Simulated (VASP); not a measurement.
# LiCaVF6 (P1) in VASP: notebook

LiCaVF6 is run at these levels: LDA; tasks: single point.

All numbers are computed with VASP 6.6.1; they aren't measurements. Logs are shortened: lines on timing, memory, paths and dates and some standing lists are left out, and cuts for length are marked.

## (1) The cell of the first run

The typed cell holds 18 atoms: a = 5.261 Å, b = 5.261 Å, c = 9.995 Å, α = 90.00°, β = 90.00°, γ = 120.00°.

## (2) Single point, LDA, collinear spin, ferromagnetic start

Input file INCAR:

```
ALGO = Normal ; EDIFF = 1E-7
ENCUT = 520 ; ISIF = 2
ISMEAR = -1 ; ISPIN = 2
LASPH = True ; LCHARG = False
LMAXMIX = 4 ; LORBIT = 11
LREAL = Auto ; LWAVE = False
MAGMOM = 0 0 0 0 1.5 1.5 0 0 0 0 0 0 0 0 0 0 0 0 ; NBANDS = 87
NELM = 150 ; PREC = Accurate
SIGMA = 0.05
```

Input file KPOINTS:

```
k-points
0
Gamma
  2 2 1
```

Input file POSCAR:

```
LiCaVF6
1.0
    5.2610980000      0.0000000000      0.0000000000
   -2.6305490000      4.5562440000      0.0000000000
    0.0000000000      0.0000000000      9.9954350000
Li Ca V F
2 2 2 12
Direct
    0.4139774916      0.7128459319      0.7415885352
    0.6233543026      0.3107823023      0.2080049543
   -0.0433781236     -0.0519726336      0.4882528874
    0.0034546166      0.0207846639      0.0095943798
    0.6508025539      0.3306671021      0.7641688431
    0.3469221400      0.6890544053      0.2528954468
    0.6497457888      0.0293004501      0.6338793659
    0.3573822834      0.9899162556      0.3697687995
    0.9395496967      0.6191722831      0.6631727384
    0.6579669905      0.6766757882      0.8454559506
    0.0661660631      0.4338661406      0.3685882605
    0.3033878777      0.3514298181      0.1445860035
    0.3887992699      0.3218001494      0.6111089712
    0.9817426582      0.3606259893      0.8711977018
    0.6692655094      0.6570763111      0.3362534997
    0.0829163551      0.7074686957      0.1232162482
    0.3885499631      0.0253937234      0.8649948702
    0.6116522221      0.9744210363      0.1365423316
```

Potentials or basis: VASP PAW LDA potentials, release 64 (Li_sv, Ca_sv, V_sv, F).

Launch:

```
$ cat potpaw_LDA.64/Li_sv/POTCAR potpaw_LDA.64/Ca_sv/POTCAR potpaw_LDA.64/V_sv/POTCAR potpaw_LDA.64/F/POTCAR > POTCAR
$ mpirun -np 1 vasp_std > vasp.out
```

OUTCAR:

```text
EDIFF = 1E-7
   ENCUT = 520
   ISIF = 2
   ISMEAR = -1
   ISPIN = 2
   LASPH = True
   LORBIT = 11
   LREAL = Auto
   NELM = 150
   PREC = Accurate

 ion  position               nearest neighbor table
   1  0.414  0.713  0.742-  10 1.73   7 1.85  17 2.11
   2  0.623  0.311  0.208-  18 1.88  12 1.91  15 2.14   8 2.25
   3  0.957  0.948  0.488-  15 2.15   8 2.33   7 2.37   9 2.43  13 2.46
   4  0.003  0.021  0.010-  12 2.14  16 2.21  14 2.31  18 2.33  10 2.45  17 2.48
   5  0.651  0.331  0.764-  17 1.81   9 1.82  10 1.98  14 1.98  13 2.04   7 2.05
   6  0.347  0.689  0.253-  11 1.83  18 1.86  16 1.94   8 1.95  15 1.97  12 1.99
   7  0.650  0.029  0.634-   1 1.85   5 2.05   3 2.37
   8  0.357  0.990  0.370-   6 1.95   2 2.25   3 2.33
   9  0.940  0.619  0.663-   5 1.82   3 2.43
  10  0.658  0.677  0.845-   1 1.73   5 1.98   4 2.45
  11  0.066  0.434  0.369-   6 1.83
  12  0.303  0.351  0.145-   2 1.91   6 1.99   4 2.14
  13  0.389  0.322  0.611-   5 2.04   3 2.46
  14  0.982  0.361  0.871-   5 1.98   4 2.31
  15  0.669  0.657  0.336-   6 1.97   2 2.14   3 2.15
  16  0.083  0.707  0.123-   6 1.94   4 2.21
  17  0.389  0.025  0.865-   5 1.81   1 2.11   4 2.48
  18  0.612  0.974  0.137-   6 1.86   2 1.88   4 2.33

  LATTYP: Found a hexagonal cell.
 ALAT       =     5.2610980000
 C/A-ratio  =     1.8998762236

  Lattice vectors:

 A1 = (   5.2610980000,   0.0000000000,   0.0000000000)
 A2 = (  -2.6305490000,   4.5562440000,   0.0000000000)
 A3 = (   0.0000000000,   0.0000000000,   9.9954350000)

Analysis of symmetry for initial positions (statically):
=====================================================================
 Subroutine PRICEL returns:
 Original cell was already a primitive cell.

 Routine SETGRP: Setting up the symmetry group for a
 hexagonal supercell.

 Subroutine GETGRP returns: Found  1 space group operations
 (whereof  1 operations were pure point group operations)
 out of a pool of 24 trial point group operations.

The static configuration has the point symmetry C_1 .

Analysis of symmetry for dynamics (positions and initial velocities):
=====================================================================
 Subroutine PRICEL returns:
 Original cell was already a primitive cell.

 Routine SETGRP: Setting up the symmetry group for a
 hexagonal supercell.

 Subroutine GETGRP returns: Found  1 space group operations
 (whereof  1 operations were pure point group operations)
 out of a pool of 24 trial point group operations.

The dynamic configuration has the point symmetry C_1 .
[... 166 lines left out ...]
  ext. energy  EPLUGINS =         0.00000000
  ---------------------------------------------------
  free energy    TOTEN  =      -112.60249225 eV

  energy without entropy =     -112.46645558  energy(sigma->0) =     -112.53447392

 E-fermi :   2.4606     XC(G=0):  -9.8058

 val. band max:        2.4587322618   @ k =   0.0000   0.0000   0.0000
 cond. band min:       2.4687341162   @ k =   0.5000   0.0000   0.0000
 fundamental gap:      0.0100018544
 Fermi energy:         2.4606004918

 spin component 1

 k-point     1 :       0.0000    0.0000    0.0000
  band No.  band energies     occupation
      1     -62.8417      1.00000
      2     -62.7427      1.00000
      3     -42.8772      1.00000
      4     -41.9433      1.00000
      5     -38.0751      1.00000
      6     -38.0057      1.00000
[... 321 lines left out ...]
     79       6.6653      0.00000
     80       6.6818      0.00000
 Fermi energy:         2.4606004918

 spin component 2

 k-point     1 :       0.0000    0.0000    0.0000
  band No.  band energies     occupation
      1     -61.1231      1.00000
      2     -60.9501      1.00000
      3     -42.8762      1.00000
      4     -41.9425      1.00000
      5     -38.0695      1.00000
      6     -38.0010      1.00000
[... 321 lines left out ...]
     79       6.7073      0.00000
     80       6.7229      0.00000
 [bands above 80 left out]

------------------------ aborting loop because EDIFF is reached ----------------------------------------

  FORCE on cell =-STRESS in cart. coord.  units (eV):
  Direction    XX          YY          ZZ          XY          YZ          ZX
  --------------------------------------------------------------------------------------
  -------------------------------------------------------------------------------------
  Total       -7.8268798     -4.5977563     -8.2433587      2.9255235     -3.8843027     -1.6544256
  in kB      -52.3376459    -30.7447854    -55.1226030     19.5627141    -25.9739850    -11.0629964
  external PRESSURE =     -46.0683448 kB  Pullay stress =       0.0000000 kB

 VOLUME and BASIS-vectors are now :
 -----------------------------------------------------------------------------
  energy-cutoff  :      520.00
  volume of cell :      239.60
      direct lattice vectors                 reciprocal lattice vectors
     5.261098000  0.000000000  0.000000000     0.190074391  0.109739514  0.000000000
    -2.630549000  4.556244000  0.000000000     0.000000000  0.219479027  0.000000000
     0.000000000  0.000000000  9.995435000     0.000000000  0.000000000  0.100045671

 POSITION                                       TOTAL-FORCE (eV/Angst)
 -----------------------------------------------------------------------------------
      0.30280      3.24790      7.41250        -0.832861     -0.210088     -0.329180
      2.46200      1.41600      2.07910        -0.057134      0.306761      0.594575
      2.53905      4.31944      4.88030         0.576951      0.814246      1.069802
     -0.03650      0.09470      0.09590        -0.332590     -0.323404     -1.121522
      2.55410      1.50660      7.63820         0.733000      0.519055     -2.436439
      0.01260      3.13950      2.52780        -0.376168     -0.748477      0.438013
[... 10 lines left out ...]
      1.97740      0.11570      8.64600        -0.913179     -0.772765      0.842865
      0.65470      4.43970      1.36480         1.126712      1.276050     -0.701512
 -----------------------------------------------------------------------------------
    total drift:                                0.008693      0.002891      0.006048

  FREE ENERGIE OF THE ION-ELECTRON SYSTEM (eV)
  ---------------------------------------------------
  free  energy   TOTEN  =      -112.6024922515 eV

  energy  without entropy=     -112.4664555793  energy(sigma->0) =     -112.53447392

 total charge

# of ion       s       p       d       tot
------------------------------------------
    1        2.016   0.069   0.000   2.085
    2        2.008   0.051   0.000   2.059
    3        2.013   5.847   0.187   8.047
    4        2.020   5.859   0.223   8.102
    5        2.221   6.250   2.968  11.439
    6        2.225   6.258   3.027  11.510
[... 10 lines left out ...]
   17        1.730   4.357   0.000   6.087
   18        1.727   4.383   0.000   6.110
--------------------------------------------------
tot         33.223  76.571   6.405 116.198

 magnetization (x)

# of ion       s       p       d       tot
------------------------------------------
    1        0.000   0.000   0.000   0.000
    2        0.000   0.000   0.000   0.000
    3        0.000   0.000   0.005   0.006
    4        0.000   0.000   0.006   0.007
    5        0.009   0.011   1.747   1.767
    6        0.009   0.010   1.831   1.850
[... 10 lines left out ...]
   17       -0.000   0.010   0.000   0.010
   18       -0.000   0.009   0.000   0.009
--------------------------------------------------
tot          0.017   0.124   3.589   3.730
```

stdout:

```text
POSCAR found type information on POSCAR LiCaV F
 POSCAR found :  4 types and      18 ions
 scaLAPACK will be used
 LDA part: xc-table for (Slater(with rela. corr.)+CA(PZ))
 , standard interpolation
 POSCAR, INCAR and KPOINTS ok, starting setup
 FFT: planning ... GRIDC
 FFT: planning ... GRID_SOFT
 FFT: planning ... GRID
 WAVECAR not read
 entering main loop
```

Run time: 12 min. Hardware: 1 thread of AMD EPYC 9R14 (Zen 4), shared host; peak memory 0.34 GiB.

Results:

* Free energy: -112.6025 eV
* Largest force: 2.597 eV/Å
* Band gap on the k mesh: 0.01 eV (least direct gap 0.02 eV)
* Net moment: 4.00 μB per cell
* Site moments: Li +0.00; Ca +0.01; V +1.77, +1.85; F +0.00, +0.02, +0.01 (each value once) μB
* Valence electrons inside the program's atomic spheres: Li 2.08, 2.06; Ca 8.05, 8.10; V 11.44, 11.51; F 6.07, 6.08, 6.09, 6.10, 6.04, 6.06, 6.11 (each value once)

Forces on the atoms (eV/Å):
```
Li  -0.833 -0.210 -0.329
Li  -0.057  0.307  0.595
Ca   0.577  0.814  1.070
Ca  -0.333 -0.323 -1.122
V    0.733  0.519 -2.436
V   -0.376 -0.748  0.438
F    0.399  0.029  0.575
F    0.019  0.086 -0.593
F    0.691  1.097 -1.062
F    0.477 -0.468  0.969
F   -0.262 -1.154  0.344
F    0.516  0.293  0.146
F   -0.245  0.056  1.242
F   -0.347 -0.377  0.049
F   -0.414 -0.010 -0.437
F   -0.758 -0.413  0.410
F   -0.913 -0.773  0.843
F    1.127  1.276 -0.702
```

Caveat: the k points lie up to 0.69 Å⁻¹ apart; the cutoff is under 1.25 times the usual one of these potentials, so pressure, stress and relaxed cells hold a basis-set (Pulay) error; forces of over 1 eV/Å act on the atoms, so gaps and moduli don't describe the material at rest. A k mesh can miss the band edges.

[end of part 1 of 2]
